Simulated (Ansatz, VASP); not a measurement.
**KBr: VASP beside Ansatz**

```xyz
2
Lattice="3.9759 0.0000 0.0000 0.0000 3.9759 0.0000 0.0000 0.0000 3.9759" Properties=species:S:1:pos:R:3 pbc="T T T"
K     0.0000    0.0000    0.0000
Br    1.9879    1.9879    1.9879
```

Alike in both runs: task single point; functional HSE06; k mesh 4 × 4 × 4; no spin polarisation.

```csv
,VASP,Ansatz
version,VASP 6.6.1,Ansatz 0.2.0
potentials or method,"VASP PAW PBE potentials, release 64 (K_sv, Br)","plane waves, PAW"
plane-wave cutoff (eV),520,420
occupations,"gaussian, width 0.01 eV",fixed
valence electrons in the cell,16,16
```

```tsv
	VASP	Ansatz	Ansatz less VASP
gap on the k mesh at the Fermi level (eV)	5.19	5.19	+0.003
pressure (GPa)	0.5	0.5	-0.02
```

Ansatz's warnings: stress exchange threshold loose, stress scf threshold loose.
